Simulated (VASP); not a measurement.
Wanted: the native input for a VASP 6.6.1 run.

| Quantity | Value |
| --- | --- |
| Task | single point |
| Functional | PBEsol |
| Potentials or basis | VASP PAW PBE potentials, release 64 (Ba_sv) |
| Cutoff | 520 eV |
| k mesh | 4 × 4 × 4 |
| Occupations | fermi-dirac, width 0.05 eV |
| Spin | no spin polarisation |
| Dipole correction | no |
| Further INCAR settings | ALGO = Normal; EDIFF = 1e-06; NBANDS = 11 |

The structure of Ba lies in POSCAR:

```
Ba
1.0
    3.9177175405      0.0000000000      0.0000000000
    0.0000000000      3.9177175405      0.0000000000
    0.0000000000      0.0000000000      3.9177175405
Ba
1
Direct
    0.0000000000      0.0000000000      0.0000000000
```

This isn't the form of Ba at room conditions, which is bcc.

One way to write it, as run:

INCAR

```
SYSTEM = Ba
ALGO = Normal ; EDIFF = 1E-6
ENCUT = 520 ; GGA = PS
ISIF = 2 ; ISMEAR = -1
LASPH = .TRUE. ; LCHARG = .FALSE.
LREAL = .FALSE. ; LWAVE = .FALSE.
NBANDS = 11 ; NELM = 60
PREC = Accurate ; SIGMA = 0.05
```

KPOINTS

```
k-points
0
G
  4 4 4
  0 0 0
```

Potentials or basis: VASP PAW PBE potentials, release 64 (Ba_sv).

Run with:

```bash
$ cat potpaw_PBE.64/Ba_sv/POTCAR > POTCAR
$ mpirun -np 1 vasp_std > vasp.out
```

Results of the run:

```
Pressure               : -0.9 GPa
Band gap on the k mesh : zero (filled and empty bands touch)
```

Caveat: the k points lie up to 0.40 Å⁻¹ apart; the PAW data sets were made with another functional, which shifts forces and pressure a little; spin-orbit coupling is left out, which moves the levels of the heavy elements.

It took 5.9 s on 1 thread of Intel(R) Xeon(R) Platinum 8259CL CPU @ 2.50GHz (Skylake/Cascade Lake), on a shared host, peak memory 0.16 GiB.
